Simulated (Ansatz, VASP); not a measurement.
Be4Se3: VASP beside Ansatz

```
CELL_PARAMETERS angstrom
5.09225 0.00000 0.00000
-2.54612 4.41002 0.00000
0.00000 0.00000 5.31729
ATOMIC_POSITIONS crystal
Be 0.50000 0.00000 0.00166
Be 0.00000 0.50000 0.00166
Be 0.50000 0.50000 0.00166
Be 0.00000 0.00000 0.96048
Se 0.50000 0.00000 0.45331
Se 0.00000 0.50000 0.45331
Se 0.50000 0.50000 0.45331
```

Alike in both runs: functional PBE; k mesh 4 × 4 × 3; occupations gaussian, width 0.2 eV; no spin polarisation.

Ansatz relaxed the structure, and its values are those at the end. VASP's run is a single point on that final structure, the one shown.

|  | VASP | Ansatz |
| --- | --- | --- |
| version | VASP 6.6.1 | Ansatz 0.2.0 |
| potentials or method | VASP PAW PBE potentials, release 64 (Be, Se), cutoff 520 eV | scalar-relativistic, plane waves, PAW |
| valence electrons in the cell | 26 | 56 |

Ansatz gave:

```
gap on the k mesh at the Fermi level (eV) : none
pressure (GPa)                            : 0.3
rms of the force components (eV/Å)        : 0.039
```

Question: What did VASP give for the same quantities?

Answer: gap on the k mesh at the Fermi level (eV): none; pressure (GPa): 0.3; rms of the force components (eV/Å): 0.042.

A gap of «none» marks a metal or a gap that the smearing closes. VASP's potentials hold 26 valence electrons a cell and Ansatz's 56, so a difference there can come from the potentials and not from the codes.

The k mesh is coarse, so the values compare programs but aren't converged.
